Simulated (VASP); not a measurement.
Input of a VASP 6.6.1 run:

File INCAR:

```
SYSTEM = Si3N4
PREC     = Accurate       ! precision mode
ENCUT    = 520            ! plane-wave cutoff, eV
EDIFF    = 1E-8           ! SCF threshold, eV
ISMEAR   = -1             ! smearing method
SIGMA    = 0.02           ! smearing width, eV
LREAL    = .False.        ! projectors in reciprocal space
LASPH    = .True.         ! aspherical terms in the spheres
NELM     = 100            ! most SCF steps
ALGO     = Normal         ! electronic algorithm
ISIF     = 2              ! what is computed and relaxed
LWAVE    = .False.        ! write WAVECAR
LCHARG   = .False.        ! write CHGCAR
GGA      = PE             ! functional
LEFG     = .True.       
NBANDS   = 45             ! bands
```

File KPOINTS:

```
regular mesh
0
Gamma
  4 4 10
  0 0 0
```

Contents of POSCAR:

```
Si3N4
1.0
    7.5950000000      0.0000000000      0.0000000000
   -3.7975000000      6.5774629417      0.0000000000
    0.0000000000      0.0000000000      2.9023000000
Si N
6 8
Direct
    0.7673199105      0.1735618873      0.3256358181
    0.5937580233      0.7673199105      0.8256358181
    0.8264381127      0.5937580233      0.3256358181
    0.2326800895      0.8264381127      0.8256358181
    0.4138436919      0.2478835199      0.3256358181
    0.1735618873      0.4062419767      0.8256358181
    0.0293608823      0.3297475823      0.3256531517
    0.6996133000      0.0293608823      0.8256531517
    0.6702524177      0.6996133000      0.3256531517
    0.9706391177      0.6702524177      0.8256531517
    0.3003867000      0.9706391177      0.3256531517
    0.3297475823      0.3003867000      0.8256531517
    0.3333333333      0.6666666667     -0.1744669093
    0.6666666667      0.3333333333      0.3255330907
```

Potentials or basis: VASP PAW PBE potentials, release 64 (Si, N).

Run with:

```sh
$ cat potpaw_PBE.64/Si/POTCAR potpaw_PBE.64/N/POTCAR > POTCAR
$ mpirun -np 1 vasp_std > vasp.out
```

**Question.** What does it give for the largest force?

**Answer.** 2.903 eV/Å.

**Question.** Predict the band gap on the k mesh.

**Answer.** 4.28 eV (least direct gap 4.53 eV).

**Question.** What does it give for the pressure?

**Answer.** 6.3 GPa.

Electric field gradients, principal values (V/Å²):
```
atom    least   middle  greatest (by size)
1 Si   -3.936   -5.105               9.041
2 Si   -3.101   -6.740               9.841
3 Si   -4.783   -5.593              10.376
4 Si   -3.386   -7.982              11.368
5 Si  -17.566  -22.123              39.689
6 Si   -3.958   -6.738              10.696
 7 N   21.255   25.381             -46.636
 8 N   22.089   25.564             -47.652
 9 N   19.785   24.672             -44.458
10 N   20.365   25.654             -46.019
11 N   21.316   26.878             -48.194
12 N   17.804   26.515             -44.319
13 N   21.456   23.941             -45.397
14 N   18.201   25.403             -43.604
```

Caveat: the cell differs from its parent crystal (atom 5 (Si) moved by 0.10 Å); the cell stands under pressure; without QUAD_EFG the Cq values of the log hold for a quadrupole moment of 1 mb, not for the nuclei; forces of over 1 eV/Å act on the atoms, so gaps and moduli don't describe the material at rest. A k mesh can miss the band edges.
